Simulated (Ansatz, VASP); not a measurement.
# Pb in VASP and in Ansatz

File INCAR:

```
SYSTEM = Pb
ALGO     = Normal         ! electronic algorithm
EDIFF    = 1E-6           ! SCF threshold, eV
ENCUT    = 520            ! plane-wave cutoff, eV
GGA      = PE             ! functional
ISIF     = 2              ! what is computed and relaxed
ISMEAR   = 0              ! smearing method
LASPH    = .True.         ! aspherical terms in the spheres
LCHARG   = .True.         ! write CHGCAR
LELF     = .True.         ! ELF
LREAL    = .False.        ! projectors in reciprocal space
LVHAR    = .True.       
LWAVE    = .False.        ! write WAVECAR
NBANDS   = 13             ! bands
NELM     = 60             ! most SCF steps
PREC     = Accurate       ! precision mode
SIGMA    = 0.15           ! smearing width, eV
```

Contents of KPOINTS:

```
k-points
0
Gamma
  16 16 16
  0 0 0
```

File POSCAR:

```
Pb
1.0
    0.0000000000      2.4080550000      2.3463100000
    2.4080550000      0.0000000000      2.3463100000
    2.4080550000      2.4080550000      0.0000000000
Pb
1
Direct
    0.0000000000      0.0000000000      0.0000000000
```

Input for Ansatz:

```yaml
crystal:
  lattice:
    - [0.0, 2.408055, 2.34631]
    - [2.408055, 0.0, 2.34631]
    - [2.408055, 2.408055, 0.0]
  atoms:
    - { symbol: Pb, position: [0.0, 0.0, 0.0] }
basis:
  ecutwfc: 420
kpoints:
  mp_grid: { grid: [16, 16, 16] }
hamiltonian:
  xc: pbe
scf:
  occupations: { method: gaussian, width: 0.15 }
output:
  forces: true
  stress: true
  eigenvalues: true
```

Change from the starting cell: strain -0.025 along x and y, -0.050 along z, atoms carried along.

Alike in both runs: task single point; functional PBE; k mesh 16 × 16 × 16; occupations gaussian, width 0.15 eV; no spin polarisation.

```csv
,VASP,Ansatz
version,VASP 6.6.1,Ansatz 0.2.0
potentials or method,"VASP PAW PBE potentials, release 64 (Pb_d), cutoff 520 eV","scalar-relativistic, plane waves, PAW"
valence electrons in the cell,14,14
```

Ansatz gave:

| Item | Value |
| --- | --- |
| gap on the k mesh at the Fermi level (eV) | none |
| pressure (GPa) | 9.5 |
| traceless stress, the component that is largest in VASP (GPa) | 0.31 |

Problem. Which values does VASP return?

Solution. gap on the k mesh at the Fermi level (eV): none; pressure (GPa): 9.4; traceless stress, the component that is largest in VASP (GPa): 0.32.

A gap of «none» marks a metal or a gap that the smearing closes.

Spin-orbit coupling is off throughout.
